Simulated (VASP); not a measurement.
# Fe (Fmmm) in VASP: further runs

Runs on Fe. Level: PBE. Tasks: single point.

All numbers are computed with VASP 6.6.1; they aren't measurements. Logs are shortened: lines on timing, memory, paths and dates and some standing lists are left out, and cuts for length are marked.

## 1. The cell of the first run

It takes space group Fmmm (No. 69, orthorhombic). The conventional cell has a = 2.936 Å, b = 3.805 Å, c = 3.851 Å, α = 90.00°, β = 90.00°, γ = 90.00°. Within 3.2 Å of Fe (site symmetry mmm) lie 14 Fe at 2.40 to 2.94 Å.

## 2. Single point, PBE, collinear spin, ferromagnetic start (10.75 Å³/atom)

INCAR reads:

```
SYSTEM = Fe
ALGO = Normal
EDIFF = 1E-7
ENCUT = 520
GGA = PE
ISIF = 2
ISMEAR = -1
ISPIN = 2
LASPH = .TRUE.
LCHARG = .TRUE.
LELF = .TRUE.
LMAXMIX = 4
LORBIT = 11
LREAL = .FALSE.
LVHAR = .TRUE.
LWAVE = .FALSE.
MAGMOM = 3
NBANDS = 14
NELM = 150
PREC = Accurate
SIGMA = 0.05
```

KPOINTS reads:

```
k-points
0
G
  16 16 16
  0 0 0
```

POSCAR reads:

```
Fe
1.0
    0.0000000000      1.9024384199      1.9253309689
    1.4681109357      0.0000000000      1.9253309689
    1.4681109357      1.9024384199      0.0000000000
Fe
1
Direct
    0.0000000000      0.0000000000      0.0000000000
```

Potentials or basis: VASP PAW PBE potentials, release 64 (Fe).

Run with:

```sh
$ cat potpaw_PBE.64/Fe/POTCAR > POTCAR
$ mpirun -np 1 vasp_std > vasp.out
```

OUTCAR:

```text
SYSTEM = Fe
   EDIFF = 1E-7
   ENCUT = 520
   GGA = PE
   ISIF = 2
   ISMEAR = -1
   ISPIN = 2
   LASPH = .TRUE.
   LORBIT = 11
   LREAL = .FALSE.
   NELM = 150
   PREC = Accurate

 ion  position               nearest neighbor table
   1  0.000  0.000  0.000-

  LATTYP: Found a face centered orthorhombic cell.
 ALAT       =     2.9362218714
 B/A-ratio  =     1.2958410524
 C/A-ratio  =     1.3114342534

  Lattice vectors:

 A1 = (   0.0000000000,   1.9024384199,   1.9253309689)
 A2 = (   1.4681109357,   0.0000000000,   1.9253309689)
 A3 = (   1.4681109357,   1.9024384199,   0.0000000000)

Analysis of symmetry for initial positions (statically):
=====================================================================
 Subroutine PRICEL returns:
 Original cell was already a primitive cell.

 Routine SETGRP: Setting up the symmetry group for a
 face centered orthorhombic supercell.

 Subroutine GETGRP returns: Found  8 space group operations
 (whereof  8 operations were pure point group operations)
 out of a pool of  8 trial point group operations.

The static configuration has the point symmetry D_2h.

Analysis of symmetry for dynamics (positions and initial velocities):
=====================================================================
 Subroutine PRICEL returns:
 Original cell was already a primitive cell.

 Routine SETGRP: Setting up the symmetry group for a
 face centered orthorhombic supercell.

 Subroutine GETGRP returns: Found  8 space group operations
 (whereof  8 operations were pure point group operations)
 out of a pool of  8 trial point group operations.

The dynamic configuration has the point symmetry D_2h.

Analysis of structural, dynamic, and magnetic symmetry:
=====================================================================
 Subroutine PRICEL returns:
 Original cell was already a primitive cell.

 Routine SETGRP: Setting up the symmetry group for a
 face centered orthorhombic supercell.

 Subroutine GETGRP returns: Found  8 space group operations
 (whereof  8 operations were pure point group operations)
 out of a pool of  8 trial point group operations.

The overall configuration has the point symmetry D_2h.

 Subroutine INISYM returns: Found  8 space group operations
 (whereof  8 operations are pure point group operations),
 and found     1 'primitive' translations

----------------------------------------------------------------------------------------

                                     Primitive cell

  volume of cell :      10.7549

  direct lattice vectors                    reciprocal lattice vectors
     0.000000000  1.902438420  1.925330969    -0.340573718  0.262820596  0.259695610
[... 125 lines left out ...]
  ext. energy  EPLUGINS =         0.00000000
  ---------------------------------------------------
  free energy    TOTEN  =        -8.20325118 eV

  energy without entropy =       -8.19390882  energy(sigma->0) =       -8.19858000

 E-fermi :   6.4564     XC(G=0): -13.4315

 val. band max:        6.4560642727   @ k =   0.4375   0.0625   0.3750
 cond. band min:       6.4580582120   @ k =   0.5000   0.4375   0.0625
 fundamental gap:      0.0019939394
 Fermi energy:         6.4563556543

 spin component 1

 k-point     1 :       0.0000    0.0000    0.0000
  band No.  band energies     occupation
      1      -2.3567      1.00000
      2       3.8511      1.00000
      3       3.9493      1.00000
      4       4.3250      1.00000
      5       5.0716      1.00000
      6       5.4921      1.00000
      7      30.8371      0.00000
      8      32.3944      0.00000
      9      32.6829      0.00000
     10      36.9738      0.00000
     11      37.9970      0.00000
     12      38.7781      0.00000
     13      39.1207      0.00000
     14      39.2271      0.00000
[... 379 lines left out ...]
      3       3.9140      1.00000
      4       4.4660      1.00000
      5       4.9628      1.00000
      6       5.4496      1.00000
      7      29.0606      0.00000
      8      30.8373      0.00000
      9      32.2301      0.00000
     10      36.0819      0.00000
     11      36.6605      0.00000
     12      38.3893      0.00000
     13      38.5792      0.00000
     14      40.9572      0.00000

 [... further k-points ...]

 spin component 2

 k-point     1 :       0.0000    0.0000    0.0000
  band No.  band energies     occupation
      1      -2.1742      1.00000
      2       5.5632      1.00000
      3       5.7205      1.00000
      4       6.2559      0.98218
      5       7.6277      0.00000
      6       8.2743      0.00000
      7      30.5906      0.00000
      8      32.2134      0.00000
      9      32.5346      0.00000
     10      37.3598      0.00000
     11      38.0529      0.00000
     12      39.7435      0.00000
     13      39.8388      0.00000
     14      39.8390      0.00000
[... 379 lines left out ...]
      3       5.6560      1.00000
      4       6.3869      0.80037
      5       7.4782      0.00000
      6       8.2242      0.00000
      7      29.1523      0.00000
      8      30.9562      0.00000
      9      32.1102      0.00000
     10      36.5203      0.00000
     11      37.2269      0.00000
     12      38.7544      0.00000
     13      39.0899      0.00000
     14      41.6670      0.00000

 [... further k-points ...]

------------------------ aborting loop because EDIFF is reached ----------------------------------------

  FORCE on cell =-STRESS in cart. coord.  units (eV):
  Direction    XX          YY          ZZ          XY          YZ          ZX
  --------------------------------------------------------------------------------------
  -------------------------------------------------------------------------------------
  Total        0.3403275      1.1229852      0.9738789      0.0000000      0.0000000      0.0000000
  in kB       50.6993887    167.2937571    145.0810404      0.0000000      0.0000000      0.0000000
  external PRESSURE =     121.0247288 kB  Pullay stress =       0.0000000 kB

 VOLUME and BASIS-vectors are now :
 -----------------------------------------------------------------------------
  energy-cutoff  :      520.00
  volume of cell :       10.75
      direct lattice vectors                 reciprocal lattice vectors
     0.000000000  1.902438420  1.925330969    -0.340573718  0.262820596  0.259695610
     1.468110936  0.000000000  1.925330969     0.340573718 -0.262820596  0.259695610
     1.468110936  1.902438420  0.000000000     0.340573718  0.262820596 -0.259695610

 POSITION                                       TOTAL-FORCE (eV/Angst)
 -----------------------------------------------------------------------------------
      0.00000      0.00000      0.00000         0.000000      0.000000      0.000000
 -----------------------------------------------------------------------------------
    total drift:                                0.000000     -0.000000     -0.000000

  FREE ENERGIE OF THE ION-ELECTRON SYSTEM (eV)
  ---------------------------------------------------
  free  energy   TOTEN  =        -8.2032511756 eV

  energy  without entropy=       -8.1939088221  energy(sigma->0) =       -8.19858000

 total charge

# of ion       s       p       d       tot
------------------------------------------
    1        0.513   0.594   6.283   7.389

 magnetization (x)

# of ion       s       p       d       tot
------------------------------------------
    1       -0.013  -0.055   2.147   2.080
```

OSZICAR:

```text
N       E                     dE             d eps       ncg     rms          rms(c)
DAV:   1     0.222222198340E+02    0.22222E+02   -0.38174E+03 38144   0.710E+02
DAV:   2    -0.813933899885E+01   -0.30362E+02   -0.27870E+02 38136   0.131E+02
DAV:   3    -0.904760403130E+01   -0.90827E+00   -0.90067E+00 42210   0.233E+01
DAV:   4    -0.905048055870E+01   -0.28765E-02   -0.28762E-02 40524   0.119E+00
DAV:   5    -0.905049298651E+01   -0.12428E-04   -0.12427E-04 42380   0.796E-02    0.123E+01
DAV:   6    -0.826495718187E+01    0.78554E+00   -0.88297E+00 45294   0.351E+01    0.463E+00
DAV:   7    -0.821894763473E+01    0.46010E-01   -0.38147E-01 42618   0.721E+00    0.302E+00
DAV:   8    -0.821035347588E+01    0.85942E-02   -0.60937E-03 41674   0.466E-01    0.140E+00
DAV:   9    -0.820323884526E+01    0.71146E-02   -0.70822E-03 46742   0.420E-01    0.256E-01
DAV:  10    -0.820322061640E+01    0.18229E-04   -0.41794E-04 42012   0.239E-01    0.674E-02
DAV:  11    -0.820325351757E+01   -0.32901E-04   -0.12402E-04 43962   0.971E-02    0.339E-02
DAV:  12    -0.820325133732E+01    0.21802E-05   -0.34399E-06 40188   0.196E-02    0.141E-02
DAV:  13    -0.820325194981E+01   -0.61249E-06   -0.17615E-06 40928   0.109E-02    0.863E-03
DAV:  14    -0.820325118443E+01    0.76538E-06   -0.46769E-07 37704   0.683E-03    0.207E-03
DAV:  15    -0.820325117555E+01    0.88729E-08   -0.17682E-08 18876   0.137E-03
   1 F= -.82032512E+01 E0= -.81985800E+01  d E =-.934235E-02  mag=     2.0925
```

stdout:

```text
POSCAR found type information on POSCAR Fe
 POSCAR found :  1 types and       1 ions
 scaLAPACK will be used
 LDA part: xc-table for (Slater+PW92), standard interpolation
 POSCAR, INCAR and KPOINTS ok, starting setup
 FFT: planning ... GRIDC
 FFT: planning ... GRID_SOFT
 FFT: planning ... GRID
 WAVECAR not read
 entering main loop
```

It took 4.2 min on 1 thread of Intel Xeon 8259CL, shared host; peak memory 0.25 GiB.

What came out:

| Quantity | Value |
| --- | --- |
| Free energy | -8.2033 eV |
| Pressure | 12.1 GPa |
| Net moment | 2.09 μB per cell |
| Site moments | Fe +2.08 μB |
| Valence electrons inside the program's atomic spheres | Fe 7.39 |

Levels at points of the mesh, in eV from the Fermi level:
Spin up:
```
           k point  band 3  band 4  band 5  band 6  band 7  band 8
(0.00, 0.00, 0.00)   -2.51   -2.13   -1.38   -0.96   24.38   25.94
(0.50, 0.00, 0.00)   -1.44   -0.79    0.25    0.41    7.57   19.39
(0.50, 0.50, 0.00)   -0.74   -0.67    0.50    0.84    8.29   17.82
(0.50, 0.00, 0.50)   -0.77   -0.73    0.58    1.07    8.57   17.58
(0.00, 0.50, 0.50)    0.06    0.19    0.31    8.21   11.39   11.41
```
Spin down:
| k point | band 1 | band 2 | band 3 | band 4 | band 5 | band 6 | band 7 |
| --- | --- | --- | --- | --- | --- | --- | --- |
| (0.00, 0.00, 0.00) | -8.63 | -0.89 | -0.74 | -0.20 | 1.17 | 1.82 | 24.13 |
| (0.50, 0.00, 0.00) | -4.05 | -1.74 | 0.37 | 1.04 | 1.87 | 2.53 | 8.89 |
| (0.50, 0.50, 0.00) | -4.03 | -2.51 | 0.99 | 1.86 | 2.02 | 2.58 | 9.61 |
| (0.50, 0.00, 0.50) | -4.01 | -2.45 | 1.23 | 1.79 | 1.96 | 2.60 | 9.88 |
| (0.00, 0.50, 0.50) | -3.57 | -3.36 | 2.22 | 2.23 | 2.30 | 8.48 | 11.67 |

Caveat: the stress differs along the axes, from 5 to 17 GPa.

## 3. Single point, PBE, collinear spin, ferromagnetic start (10.98 Å³/atom)

This run uses another cell than the first one, of 10.98 Å³/atom.

INCAR reads:

```
PREC = Accurate
ENCUT = 520
EDIFF = 1E-7
ISMEAR = -1
SIGMA = 0.05
LREAL = False
LASPH = True
NELM = 150
ALGO = Normal
ISIF = 2
LWAVE = False
LCHARG = False
ISPIN = 2
MAGMOM = 3
LORBIT = 11
LMAXMIX = 4
GGA = PE
NBANDS = 14
```

KPOINTS reads:

```
Automatic mesh
0
Gamma
  16 16 16
```

POSCAR reads:

```
Fe
1.0
    0.0000000000      1.9154967481      1.9385464314
    1.4781880421      0.0000000000      1.9385464314
    1.4781880421      1.9154967481      0.0000000000
Fe
1
Direct
    0.0000000000      0.0000000000      0.0000000000
```

Potentials or basis: VASP PAW PBE potentials, release 64 (Fe).

Run with:

```sh
$ cat potpaw_PBE.64/Fe/POTCAR > POTCAR
$ mpirun -np 1 vasp_std > vasp.out
```

Wall time 4.2 min (1 thread of Intel Xeon 8259CL, shared host); peak memory 0.25 GiB.

It converged, with:

```
Free energy                                           : -8.2169 eV
Pressure                                              : 7.6 GPa
Net moment                                            : 2.14 μB per cell
Site moments                                          : Fe +2.13 μB
Valence electrons inside the program's atomic spheres : Fe 7.34
```

Stress tensor (GPa, compression positive):
```
 1.17  0.00  0.00
 0.00 11.79  0.00
 0.00  0.00  9.81
```

Levels at points of the mesh, in eV from the Fermi level:
Spin up:
```
           k point  band 1  band 2  band 3  band 4  band 5  band 6  band 7  band 8  band 9  band 10
(0.00, 0.00, 0.00)   -8.68   -2.56   -2.46   -2.10   -1.37   -0.96   24.21   25.74   26.01    30.18
(0.50, 0.00, 0.00)   -5.12   -3.33   -1.43   -0.79    0.27    0.37    7.38   19.23   21.69    24.63
(0.50, 0.50, 0.00)   -5.18   -3.91   -0.75   -0.68    0.45    0.84    8.10   17.65   19.18    22.97
(0.50, 0.00, 0.50)   -5.19   -3.89   -0.78   -0.74    0.53    1.08    8.37   17.41   18.95    22.74
(0.00, 0.50, 0.50)   -5.19   -4.98    0.02    0.15    0.27    8.10   11.24   11.25   14.85    16.89
```
Spin down:
```tsv
k point	band 1	band 2	band 3	band 4	band 5	band 6	band 7
(0.00, 0.00, 0.00)	-8.50	-0.79	-0.63	-0.11	1.22	1.85	23.95
(0.50, 0.00, 0.00)	-3.90	-1.62	0.38	1.09	1.91	2.54	8.73
(0.50, 0.50, 0.00)	-3.88	-2.37	0.99	1.89	2.05	2.59	9.44
(0.50, 0.00, 0.50)	-3.86	-2.31	1.22	1.83	1.98	2.61	9.71
(0.00, 0.50, 0.50)	-3.40	-3.20	2.25	2.26	2.32	8.36	11.52
```

Caveat: the stress differs along the axes, from 1 to 12 GPa.

## 4. Single point, PBE, collinear spin, ferromagnetic start (11.21 Å³/atom)

This run uses another cell than the first one, of 11.21 Å³/atom.

INCAR reads:

```
ALGO = Normal
EDIFF = 1E-6
ENCUT = 520
GGA = PE
ISIF = 2
ISMEAR = -1
ISPIN = 2
LASPH = T
LCHARG = F
LMAXMIX = 4
LORBIT = 11
LREAL = F
LWAVE = F
MAGMOM = 3
NBANDS = 14
NELM = 150
PREC = Accurate
SIGMA = 0.05
```

KPOINTS reads:

```
k-points
0
Gamma
  16 16 16
```

POSCAR reads:

```
Fe
1.0
    0.0000000000      1.9287074879      1.9519161397
    1.4883827645      0.0000000000      1.9519161397
    1.4883827645      1.9287074879      0.0000000000
Fe
1
Direct
    0.0000000000      0.0000000000      0.0000000000
```

Potentials or basis: VASP PAW PBE potentials, release 64 (Fe).

Run with:

```sh
$ cat potpaw_PBE.64/Fe/POTCAR > POTCAR
$ mpirun -np 1 vasp_std > vasp.out
```

OUTCAR:

```text
EDIFF = 1E-6
   ENCUT = 520
   GGA = PE
   ISIF = 2
   ISMEAR = -1
   ISPIN = 2
   LASPH = T
   LORBIT = 11
   LREAL = F
   NELM = 150
   PREC = Accurate

 ion  position               nearest neighbor table
   1  0.000  0.000  0.000-

  LATTYP: Found a face centered orthorhombic cell.
 ALAT       =     2.9767655290
 B/A-ratio  =     1.2958410524
 C/A-ratio  =     1.3114342535

  Lattice vectors:

 A1 = (   0.0000000000,   1.9287074879,   1.9519161397)
 A2 = (   1.4883827645,   0.0000000000,   1.9519161397)
 A3 = (   1.4883827645,   1.9287074879,   0.0000000000)

Analysis of symmetry for initial positions (statically):
=====================================================================
 Subroutine PRICEL returns:
 Original cell was already a primitive cell.

 Routine SETGRP: Setting up the symmetry group for a
 face centered orthorhombic supercell.

 Subroutine GETGRP returns: Found  8 space group operations
 (whereof  8 operations were pure point group operations)
 out of a pool of  8 trial point group operations.

The static configuration has the point symmetry D_2h.

[... 605 lines left out ...]
     12      38.3732      0.00000
     13      38.4225      0.00000
     14      38.5090      0.00000
[... 379 lines left out ...]
      3       5.3942      0.99999
      4       6.0920      0.12080
      5       7.1198      0.00000
      6       7.8354      0.00000
      7      28.2724      0.00000
      8      30.0086      0.00000
      9      31.2061      0.00000
     10      35.3184      0.00000
     11      35.9385      0.00000
     12      37.5667      0.00000
     13      37.7720      0.00000
     14      40.2583      0.00000

 [... further k-points ...]

------------------------ aborting loop because EDIFF is reached ----------------------------------------

  FORCE on cell =-STRESS in cart. coord.  units (eV):
  Direction    XX          YY          ZZ          XY          YZ          ZX
  --------------------------------------------------------------------------------------
  -------------------------------------------------------------------------------------
  Total       -0.1892223      0.4865056      0.3595835     -0.0000000      0.0000000      0.0000000
  in kB      -27.0527026     69.5546684     51.4088873     -0.0000000      0.0000000      0.0000000
  external PRESSURE =      31.3036177 kB  Pullay stress =       0.0000000 kB

 VOLUME and BASIS-vectors are now :
 -----------------------------------------------------------------------------
  energy-cutoff  :      520.00
  volume of cell :       11.21
      direct lattice vectors                 reciprocal lattice vectors
     0.000000000  1.928707488  1.951916140    -0.335935091  0.259240970  0.256158546
     1.488382765  0.000000000  1.951916140     0.335935091 -0.259240970  0.256158546
     1.488382765  1.928707488  0.000000000     0.335935091  0.259240970 -0.256158546

 POSITION                                       TOTAL-FORCE (eV/Angst)
 -----------------------------------------------------------------------------------
      0.00000      0.00000      0.00000         0.000000      0.000000      0.000000
 -----------------------------------------------------------------------------------
    total drift:                                0.000000     -0.000000      0.000000

  FREE ENERGIE OF THE ION-ELECTRON SYSTEM (eV)
  ---------------------------------------------------
  free  energy   TOTEN  =        -8.2246963830 eV

  energy  without entropy=       -8.2153206836  energy(sigma->0) =       -8.22000853

 total charge

# of ion       s       p       d       tot
------------------------------------------
    1        0.494   0.554   6.249   7.298

 magnetization (x)

# of ion       s       p       d       tot
------------------------------------------
    1       -0.013  -0.054   2.248   2.181
```

It took 3.1 min on 1 thread of Intel Xeon 8259CL, shared host; peak memory 0.25 GiB.

Results:

```
Free energy                                           : -8.2247 eV
Pressure                                              : 3.1 GPa
Net moment                                            : 2.19 μB per cell
Site moments                                          : Fe +2.18 μB
Valence electrons inside the program's atomic spheres : Fe 7.30
```

Levels at points of the mesh, in eV from the Fermi level:
Spin up:
```tsv
k point	band 3	band 4	band 5	band 6	band 7	band 8
(0.00, 0.00, 0.00)	-2.41	-2.07	-1.35	-0.96	24.03	25.53
(0.50, 0.00, 0.00)	-1.41	-0.80	0.29	0.33	7.20	19.07
(0.50, 0.50, 0.00)	-0.76	-0.69	0.41	0.85	7.91	17.48
(0.50, 0.00, 0.50)	-0.78	-0.75	0.49	1.08	8.18	17.24
(0.00, 0.50, 0.50)	-0.02	0.12	0.23	7.99	11.09	11.09
```
Spin down:
| k point | band 1 | band 2 | band 3 | band 4 | band 5 | band 6 |
| --- | --- | --- | --- | --- | --- | --- |
| (0.00, 0.00, 0.00) | -8.37 | -0.69 | -0.54 | -0.02 | 1.27 | 1.89 |
| (0.50, 0.00, 0.00) | -3.76 | -1.49 | 0.40 | 1.15 | 1.94 | 2.56 |
| (0.50, 0.50, 0.00) | -3.73 | -2.23 | 0.99 | 1.92 | 2.07 | 2.60 |
| (0.50, 0.00, 0.50) | -3.70 | -2.17 | 1.22 | 1.86 | 2.01 | 2.62 |
| (0.00, 0.50, 0.50) | -3.24 | -3.04 | 2.27 | 2.28 | 2.34 | 8.25 |

Caveat: the stress differs along the axes, from -3 to 7 GPa.

(Continued in part 2 of 2.)
